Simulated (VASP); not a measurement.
# InP: relaxation of cell and atoms with PBEsol

Crystal: InP.

```
CELL_PARAMETERS angstrom
0.00000 2.93050 2.93050
2.93050 0.00000 2.93050
2.93050 2.93050 0.00000
ATOMIC_POSITIONS crystal
In 0.00000 0.00000 0.00000
P 0.25000 0.25000 0.25000
```

```yaml
Program: VASP 6.6.1
Task: relaxation of cell and atoms
Functional: PBEsol
Potentials_or_basis: VASP PAW PBE potentials, release 64 (In_d, P)
Cutoff: 600 eV
k_mesh: 8 × 8 × 8
Occupations: gaussian, width 0.1 eV
Spin: no spin polarisation
Dipole_correction: no
Further_INCAR_settings: ALGO = Normal; EDIFF = 1e-07; IBRION = 2; EDIFFG = -0.005; NSW = 70; ISIF = 3
```

```json
{
  "Relaxed volume": "25.40 Å³/atom",
  "Relaxed cell": "a = 4.157 Å, b = 4.157 Å, c = 4.157 Å, α = 60.00°, β = 60.00°, γ = 60.00°",
  "Space group after relaxing (to 0.05 Å)": "F-43m (No. 216)",
  "Energy gained by relaxing": "0.4 meV/atom",
  "Ionic steps": "3",
  "Pressure after relaxing": "0.0 GPa",
  "Band gap on the k mesh": "0.57 eV, direct"
}
```

Step by step:
| step | energy change (eV) | largest force (eV/Å) | pressure (GPa) | volume (Å³) |
| --- | --- | --- | --- | --- |
| 1 | 0.0000 | 0.0000 | 0.61 | 50.33 |
| 2 | -0.0006 | 0.0000 | -0.31 | 51.03 |
| 3 | -0.0009 | 0.0000 | 0.00 | 50.79 |

Final structure:
```
In P
1.0
     0.00000    2.93937    2.93937
     2.93937    0.00000    2.93937
     2.93937    2.93937    0.00000
In P
1 1
Direct
  0.00000 0.00000 0.00000
  0.25000 0.25000 0.25000
```

Levels at points of the mesh, in eV from the valence-band top:
```tsv
k point	band 7	band 8	band 9	band 10	band 11	band 12
(0.00, 0.00, 0.00)	0.00	0.00	0.00	0.57	4.02	4.02
(0.50, 0.00, 0.00)	-5.75	-0.97	-0.97	1.38	4.73	4.73
(0.50, 0.50, 0.00)	-5.78	-2.32	-2.32	1.65	2.17	9.04
```

It took 3.1 min on 1 thread of AMD EPYC 7R13, on a shared host, peak memory 0.19 GiB.

Caveat: the PAW data sets were made with another functional, which shifts forces and pressure a little; spin-orbit coupling is left out, which moves the levels of the heavy elements. Zero-point motion and thermal expansion aren't in these numbers.
